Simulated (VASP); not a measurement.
# CdO2 (P4_2/mnm) in VASP: further runs

The runs below take CdO2 through single point, relaxation of cell and atoms, with PBEsol.

Program: VASP 6.6.1. These are calculated values, not measurements. Logs are shortened: lines on timing, memory, paths and dates and some standing lists are left out, and cuts for length are marked.

### 1 The cell of the first run

Symmetry: P4_2/mnm, No. 136, tetragonal system. The conventional cell has a = 4.826 Å, b = 4.826 Å, c = 3.338 Å, α = 90.00°, β = 90.00°, γ = 90.00°. Within 2.8 Å of Cd (site symmetry mmm) lie 6 O at 2.09 to 2.15 Å. O (site symmetry m2m) has 3 Cd at 2.09 to 2.15 Å and 1 O at 2.53 Å within 2.8 Å.

### 2 Single point, PBEsol

INCAR

```
ALGO     = Normal         # electronic algorithm
EDIFF    = 1E-6           # SCF threshold, eV
ENCUT    = 520            # plane-wave cutoff, eV
GGA      = PS             # functional
ISIF     = 2              # what is computed and relaxed
ISMEAR   = -1             # smearing method
LASPH    = True           # aspherical terms in the spheres
LCHARG   = False          # write CHGCAR
LREAL    = False          # projectors in reciprocal space
LWAVE    = False          # write WAVECAR
NBANDS   = 33             # bands
NELM     = 100            # most SCF steps
PREC     = Accurate       # precision mode
SIGMA    = 0.03           # smearing width, eV
```

KPOINTS

```
k-points
0
Gamma
  4 4 6
```

POSCAR

```
CdO2
1.0
    4.8257663048      0.0000000000      0.0000000000
    0.0000000000      4.8257663048      0.0000000000
    0.0000000000      0.0000000000      3.3381693965
Cd O
2 4
Direct
    0.5000000000      0.5000000000      0.5000000000
    0.0000000000      0.0000000000      0.0000000000
    0.6850033627      0.6850033627      0.0000000000
    0.8149966373      0.1850033627      0.5000000000
    0.3149966373      0.3149966373      0.0000000000
    0.1850033627      0.8149966373      0.5000000000
```

Potentials or basis: VASP PAW PBE potentials, release 64 (Cd, O).

The run is started by

```sh
$ cat potpaw_PBE.64/Cd/POTCAR potpaw_PBE.64/O/POTCAR > POTCAR
$ mpirun -np 1 vasp_std > vasp.out
```

OUTCAR:

```text
EDIFF = 1E-6
   ENCUT = 520
   GGA = PS
   ISIF = 2
   ISMEAR = -1
   LASPH = True
   LREAL = False
   NELM = 100
   PREC = Accurate

 ion  position               nearest neighbor table
   1  0.500  0.500  0.500-   3 2.09   5 2.09   3 2.09   5 2.09   4 2.15   6 2.15
   2  0.000  0.000  0.000-   4 2.09   6 2.09   4 2.09   6 2.09   5 2.15   3 2.15
   3  0.685  0.685  0.000-   1 2.09   1 2.09   2 2.15
   4  0.815  0.185  0.500-   2 2.09   2 2.09   1 2.15
   5  0.315  0.315  0.000-   1 2.09   1 2.09   2 2.15
   6  0.185  0.815  0.500-   2 2.09   2 2.09   1 2.15

  LATTYP: Found a simple tetragonal cell.
 ALAT       =     4.8257663048
 C/A-ratio  =     0.6917387179

  Lattice vectors:

 A1 = (   4.8257663048,   0.0000000000,   0.0000000000)
 A2 = (   0.0000000000,   4.8257663048,   0.0000000000)
 A3 = (   0.0000000000,   0.0000000000,   3.3381693965)

Analysis of symmetry for initial positions (statically):
=====================================================================
 Subroutine PRICEL returns:
 Original cell was already a primitive cell.

 Routine SETGRP: Setting up the symmetry group for a
 simple tetragonal supercell.

 Subroutine GETGRP returns: Found 16 space group operations
 (whereof  8 operations were pure point group operations)
 out of a pool of 16 trial point group operations.

The static configuration has the point symmetry D_2h.
 The point group associated with its full space group is D_4h.

Analysis of symmetry for dynamics (positions and initial velocities):
=====================================================================
 Subroutine PRICEL returns:
 Original cell was already a primitive cell.

 Routine SETGRP: Setting up the symmetry group for a
 simple tetragonal supercell.

 Subroutine GETGRP returns: Found 16 space group operations
 (whereof  8 operations were pure point group operations)
 out of a pool of 16 trial point group operations.

The dynamic configuration has the point symmetry D_2h.
 The point group associated with its full space group is D_4h.

 Subroutine INISYM returns: Found 16 space group operations
 (whereof  8 operations are pure point group operations),
 and found     1 'primitive' translations

----------------------------------------------------------------------------------------

                                     Primitive cell

  volume of cell :      77.7394

  direct lattice vectors                    reciprocal lattice vectors
     4.825766305  0.000000000  0.000000000     0.207220975  0.000000000  0.000000000
     0.000000000  4.825766305  0.000000000     0.000000000  0.207220975  0.000000000
     0.000000000  0.000000000  3.338169397     0.000000000  0.000000000  0.299565385

  length of vectors
     4.825766305  4.825766305  3.338169397     0.207220975  0.207220975  0.299565385

  position of ions in fractional coordinates (direct lattice)
     0.500000000  0.500000000  0.500000000
     0.000000000  0.000000000  0.000000000
     0.685003363  0.685003363  0.000000000
     0.814996637  0.185003363  0.500000000
     0.314996637  0.314996637  0.000000000
     0.185003363  0.814996637  0.500000000

  ion indices of the primitive-cell ions
   primitive index   ion index
                 1           1
                 2           2
                 3           3
                 4           4
                 5           5
                 6           6

----------------------------------------------------------------------------------------

 KPOINTS: k-points

Automatic generation of k-mesh.
 Grid dimensions read from file:
 generate k-points for:    4    4    6

 Generating k-lattice:

  Cartesian coordinates                     Fractional coordinates (reciprocal lattice)
     0.051805244  0.000000000  0.000000000     0.250000000  0.000000000  0.000000000
     0.000000000  0.051805244  0.000000000     0.000000000  0.250000000  0.000000000
     0.000000000  0.000000000  0.049927564     0.000000000  0.000000000  0.166666667

  Length of vectors
     0.051805244  0.051805244  0.049927564

  Shift w.r.t. Gamma in fractional coordinates (k-lattice)
     0.000000000  0.000000000  0.000000000

 Subroutine IBZKPT returns following result:
 ===========================================

 Found     24 irreducible k-points:

 Following reciprocal coordinates:
            Coordinates               Weight
  0.000000  0.000000  0.000000      1.000000
  0.250000  0.000000  0.000000      4.000000
  0.500000  0.000000  0.000000      2.000000
  0.250000  0.250000  0.000000      4.000000
  0.500000  0.250000  0.000000      4.000000
  0.500000  0.500000  0.000000      1.000000
[... 16 lines left out ...]
  0.500000  0.250000  0.500000      4.000000
  0.500000  0.500000  0.500000      1.000000
   k-points           NKPTS =     24   k-points in BZ     NKDIM =     24   number of bands    NBANDS=     33
   number of dos      NEDOS =    301   number of ions     NIONS =      6
   total plane-waves  NPLWV =  36288
   dimension x,y,z NGX =    36 NGY =   36 NGZ =   28
   dimension x,y,z NGXF=    72 NGYF=   72 NGZF=   56
   ions per type =               2   4
   NGX,Y,Z   is equivalent  to a cutoff of  12.40, 12.40, 13.94 a.u.
   NGXF,Y,Z  is equivalent  to a cutoff of  24.80, 24.80, 27.89 a.u.
 SYSTEM =  unknown system
   PREC   = accura    normal or accurate (medium, high low for compatibility)
   ISTART =      0    job   : 0-new  1-cont  2-samecut
   ICHARG =      2    charge: 1-file 2-atom 10-const
   ISPIN  =      1    spin polarized calculation?
   LNONCOLLINEAR =      F non collinear calculations
   LSORBIT =      F    spin-orbit coupling
   LASPH  =      T    aspherical Exc in radial PAW
   ENCUT  =  520.0 eV  38.22 Ry    6.18 a.u.   8.97  8.97  6.21*2*pi/ulx,y,z
   NELM   =    100;   NELMIN=  2; NELMDL= -5     # of ELM steps
   EDIFF  = 0.1E-05   stopping-criterion for ELM
   LREAL  =      F    real-space projection
   EDIFFG = 0.1E-04   stopping-criterion for IOM
   NSW    =      0    number of steps for IOM
   IBRION =     -1    ionic relax: 0-MD 1-quasi-New 2-CG
   NFREE  =      0    steps in history (QN), initial steepest desc. (CG)
   ISIF   =      2    stress and relaxation
   ISYM   =      2    0-nonsym 1-usesym 2-fastsym
   POTIM  = 0.5000    time-step for ionic-motion
   TEBEG  =    0.0;   TEEND  =   0.0 temperature during run
   PSTRESS=    0.0 pullay stress
   NELECT =      48.0000    total number of electrons
   NUPDOWN=      -1.0000    fix difference up-down
   EMIN   =  10.00;   EMAX   =-10.00  energy-range for DOS
   EFERMI =   0.00;   METHOD = LEGACY
   ISMEAR =    -1;   SIGMA  =   0.03  broadening in eV -4-tet -1-fermi 0-gaus
   EFERMI_NEDOS =   21; number of points for ismear=-14 and -15
   IALGO  =     38    algorithm
   IMIX   =      4    mixing-type and parameters
     AMIX     =   0.40;   BMIX     =  1.00
     AMIX_MAG =   1.60;   BMIX_MAG =  1.00
  volume/ion in A,a.u.               =      12.96        87.44
  Fermi-wavevector in a.u.,A,eV,Ry     =   1.394039  2.634352 26.440811  1.943345
  Thomas-Fermi vector in A             =   2.517627
   LORBIT       =      0    0 simple, 1 ext, 2 COOP (PROOUT), +10 PAW based schemes
   GGA     = PS    functional components
   LHFCALC =     F    Hartree Fock is set to
   AEXX    =    0.0000 exact exchange contribution
   IVDW    =     0    specifies the selected vdW correction
   LEPSILON=     F    determine dielectric tensor
   LRPA    =     F    only Hartree local field effects (RPA)
 non-spin polarized calculation
  energy-cutoff  :      520.00
  volume of cell :       77.74
 maximum number of plane-waves:      2116
 NGX is ok and might be reduce to    36
   NGX = 17   NGY = 17   NGZ = 13

 number of electron      48.0000007 magnetization

 Free energy of the ion-electron system (eV)
  ---------------------------------------------------
  ext. energy  EPLUGINS =         0.00000000
  ---------------------------------------------------
  free energy    TOTEN  =       -23.13914028 eV

  energy without entropy =      -23.12592245  energy(sigma->0) =      -23.13253137

 E-fermi :   0.0706     XC(G=0): -10.9297

 val. band max:        0.0487351048   @ k =   0.0000   0.0000   0.1667
 cond. band min:       0.0782449824   @ k =   0.5000   0.5000   0.3333
 fundamental gap:      0.0295098776
 Fermi energy:         0.0706413569

 k-point     1 :       0.0000    0.0000    0.0000
  band No.  band energies     occupation
      1     -17.6889      2.00000
      2     -16.8129      2.00000
      3     -16.1746      2.00000
      4     -16.1746      2.00000
      5      -8.4205      2.00000
      6      -7.9846      2.00000
[... 25 lines left out ...]
     32      13.1305      0.00000
     33      14.4207      0.00000

 k-point     2 :       0.2500    0.0000    0.0000
  band No.  band energies     occupation
      1     -17.5472      2.00000
      2     -16.8921      2.00000
      3     -16.2558      2.00000
      4     -16.2154      2.00000
      5      -8.1592      2.00000
      6      -7.9283      2.00000
[... 25 lines left out ...]
     32      13.1495      0.00000
     33      13.7493      0.00000

 k-point     3 :       0.5000    0.0000    0.0000
  band No.  band energies     occupation
      1     -17.1987      2.00000
      2     -17.1987      2.00000
      3     -16.2853      2.00000
      4     -16.2853      2.00000
      5      -7.9100      2.00000
      6      -7.9100      2.00000
[... 25 lines left out ...]
     32      13.0153      0.00000
     33      14.3459      0.00000

 k-point     4 :       0.2500    0.2500    0.0000
  band No.  band energies     occupation
      1     -17.4448      2.00000
      2     -16.9704      2.00000
      3     -16.2938      2.00000
      4     -16.2172      2.00000
      5      -8.2285      2.00000
      6      -7.9523      2.00000
[... 25 lines left out ...]
     32      13.3391      0.00000
     33      14.1301      0.00000

 k-point     5 :       0.5000    0.2500    0.0000
  band No.  band energies     occupation
      1     -17.1987      2.00000
      2     -17.1987      2.00000
      3     -16.2721      2.00000
      4     -16.2721      2.00000
      5      -7.9565      2.00000
      6      -7.9565      2.00000
[... 604 lines left out ...]
 k-point    22 :       0.2500    0.2500    0.5000
  band No.  band energies     occupation
      1     -16.7660      2.00000
      2     -16.6694      2.00000
      3     -16.5961      2.00000
      4     -16.4924      2.00000
      5      -7.7121      2.00000
      6      -7.6630      2.00000
[... 25 lines left out ...]
     32      12.1071      0.00000
     33      13.7896      0.00000

 k-point    23 :       0.5000    0.2500    0.5000
  band No.  band energies     occupation
      1     -16.7024      2.00000
      2     -16.7024      2.00000
      3     -16.5564      2.00000
      4     -16.5564      2.00000
      5      -7.6446      2.00000
      6      -7.6446      2.00000
[... 25 lines left out ...]
     32      12.0047      0.00000
     33      13.4533      0.00000

 k-point    24 :       0.5000    0.5000    0.5000
  band No.  band energies     occupation
      1     -16.7287      2.00000
      2     -16.7287      2.00000
      3     -16.5231      2.00000
      4     -16.5231      2.00000
      5      -7.4212      2.00000
      6      -7.4212      2.00000
[... 25 lines left out ...]
     32      12.0243      0.00000
     33      12.6023      0.00000

------------------------ aborting loop because EDIFF is reached ----------------------------------------

  FORCE on cell =-STRESS in cart. coord.  units (eV):
  Direction    XX          YY          ZZ          XY          YZ          ZX
  --------------------------------------------------------------------------------------
  -------------------------------------------------------------------------------------
  Total        1.0121126      1.0121126      1.9012427      0.0000000      0.0000000      0.0000000
  in kB       20.8592395     20.8592395     39.1838578      0.0000000      0.0000000      0.0000000
  external PRESSURE =      26.9674456 kB  Pullay stress =       0.0000000 kB

 VOLUME and BASIS-vectors are now :
 -----------------------------------------------------------------------------
  energy-cutoff  :      520.00
  volume of cell :       77.74
      direct lattice vectors                 reciprocal lattice vectors
     4.825766305  0.000000000  0.000000000     0.207220975  0.000000000  0.000000000
     0.000000000  4.825766305  0.000000000     0.000000000  0.207220975  0.000000000
     0.000000000  0.000000000  3.338169397     0.000000000  0.000000000  0.299565385

 POSITION                                       TOTAL-FORCE (eV/Angst)
 -----------------------------------------------------------------------------------
      2.41288      2.41288      1.66908         0.000000     -0.000000      0.000000
      0.00000      0.00000      0.00000         0.000000     -0.000000      0.000000
      3.30567      3.30567      0.00000         0.068385      0.068385      0.000000
      3.93298      0.89278      1.66908        -0.068385      0.068385      0.000000
      1.52010      1.52010      0.00000        -0.068385     -0.068385      0.000000
      0.89278      3.93298      1.66908         0.068385     -0.068385      0.000000
 -----------------------------------------------------------------------------------
    total drift:                               -0.000000      0.000000     -0.000000

  FREE ENERGIE OF THE ION-ELECTRON SYSTEM (eV)
  ---------------------------------------------------
  free  energy   TOTEN  =       -23.1391402819 eV

  energy  without entropy=      -23.1259224500  energy(sigma->0) =      -23.13253137
```

Wall time 76 s (1 thread of Intel Xeon 8259CL, shared host); peak memory 0.2 GiB.

What came out:

```yaml
Free_energy: -23.1391 eV
Pressure: 2.7 GPa
Largest_force: 0.097 eV/Å
Band_gap_on_the_k_mesh: zero (band 24 reaches 0.52 eV, above the bottom of band 25 at -0.36 eV)
```

Forces in eV/Å, atoms in the order of the input:
```
Cd   0.000  0.000  0.000
Cd   0.000  0.000  0.000
O    0.068  0.068  0.000
O   -0.068  0.068  0.000
O   -0.068 -0.068  0.000
O    0.068 -0.068  0.000
```

Stress tensor (GPa, compression positive):
```
2.09 0.00 0.00
0.00 2.09 0.00
0.00 0.00 3.92
```

Caveat: the PAW data sets were made with another functional, which shifts forces and pressure a little.

### 3 Relaxation of cell and atoms, PBEsol

This run uses another cell than the first one, of 13.16 Å³/atom, 1.015 times its volume.

INCAR

```
SYSTEM = CdO2
ALGO = Normal ; EDIFF = 1E-6
EDIFFG = -0.01 ; ENCUT = 600
GGA = PS ; IBRION = 2
ISIF = 3 ; ISMEAR = -1
LASPH = .True. ; LCHARG = .False.
LREAL = .False. ; LWAVE = .False.
NELM = 60 ; NSW = 100
PREC = Accurate ; SIGMA = 0.03
```

KPOINTS

```
k-points
0
Gamma
  4 4 6
  0 0 0
```

POSCAR

```
CdO2
1.0
    4.9060908600      0.0000000000      0.0000000000
    0.0000000000      4.9060908600      0.0000000000
    0.0000000000      0.0000000000      3.2795760500
Cd O
2 4
Direct
    0.5000000000      0.5000000000      0.5000000000
    0.0000000000      0.0000000000      0.0000000000
    0.6955720000      0.6955720000      0.0000000000
    0.8044280000      0.1955720000      0.5000000000
    0.3044280000      0.3044280000      0.0000000000
    0.1955720000      0.8044280000      0.5000000000
```

Potentials or basis: VASP PAW PBE potentials, release 64 (Cd, O).

The run is started by

```sh
$ cat potpaw_PBE.64/Cd/POTCAR potpaw_PBE.64/O/POTCAR > POTCAR
$ mpirun -np 1 vasp_std > vasp.out
```

Wall time 5.6 min (1 thread of Intel Xeon 8259CL, shared host); peak memory 0.24 GiB.

It converged, with:

- Free energy: -23.1598 eV
- Relaxed volume: 13.20 Å³/atom
- Relaxed cell: a = 4.845 Å, b = 4.845 Å, c = 3.374 Å, α = 90.00°, β = 90.00°, γ = 90.00°
- Space group after relaxing (to 0.05 Å): P4_2/mnm (No. 136)
- Energy gained by relaxing: 13.0 meV/atom
- Ionic steps: 7
- Pressure after relaxing: 0.0 GPa
- Band gap on the k mesh: zero (band 24 reaches 0.33 eV, above the bottom of band 25 at -0.50 eV)

The path:
```
step  energy change (eV)  largest force (eV/Å)  pressure (GPa)  volume (Å³)
   1              0.0000                0.4743            0.73        78.94
   2             -0.0397                0.3065           -0.27        79.63
   3             -0.0643                0.0457           -1.65        80.84
   4             -0.0713                0.1156            0.92        79.03
   5             -0.0731                0.0639            0.08        79.57
   6             -0.0770                0.0315            0.02        79.36
   7             -0.0780                0.0008           -0.03        79.18
```

Final structure:
```
CELL_PARAMETERS angstrom
4.84451 0.00000 0.00000
0.00000 4.84451 0.00000
0.00000 0.00000 3.37384
ATOMIC_POSITIONS crystal
Cd 0.50000 0.50000 0.50000
Cd 0.00000 0.00000 0.00000
O 0.68534 0.68534 0.00000
O 0.81466 0.18534 0.50000
O 0.31466 0.31466 0.00000
O 0.18534 0.81466 0.50000
```

Levels at points of the mesh, in eV from the Fermi level:
| k point | band 20 | band 21 | band 22 | band 23 | band 24 | band 25 | band 26 | band 27 | band 28 |
| --- | --- | --- | --- | --- | --- | --- | --- | --- | --- |
| (0.00, 0.00, 0.00) | -1.30 | -0.33 | -0.33 | 0.16 | 0.42 | 0.56 | 0.56 | 4.12 | 8.87 |
| (0.50, 0.00, 0.00) | -1.49 | -0.52 | -0.52 | 0.13 | 0.13 | 0.46 | 0.46 | 6.66 | 6.66 |
| (0.50, 0.50, 0.00) | -1.86 | -0.97 | -0.97 | -0.15 | -0.15 | 0.52 | 0.52 | 7.45 | 7.45 |
| (0.00, 0.00, 0.50) | -1.30 | -0.83 | -0.83 | -0.71 | -0.71 | -0.42 | -0.42 | 8.69 | 8.69 |
| (0.50, 0.00, 0.50) | -2.65 | -0.60 | -0.60 | -0.49 | -0.49 | 0.84 | 0.84 | 9.28 | 9.28 |
| (0.50, 0.50, 0.50) | -0.70 | -0.52 | -0.52 | -0.42 | -0.42 | -0.32 | -0.32 | 8.60 | 8.60 |

Caveat: the PAW data sets were made with another functional, which shifts forces and pressure a little.
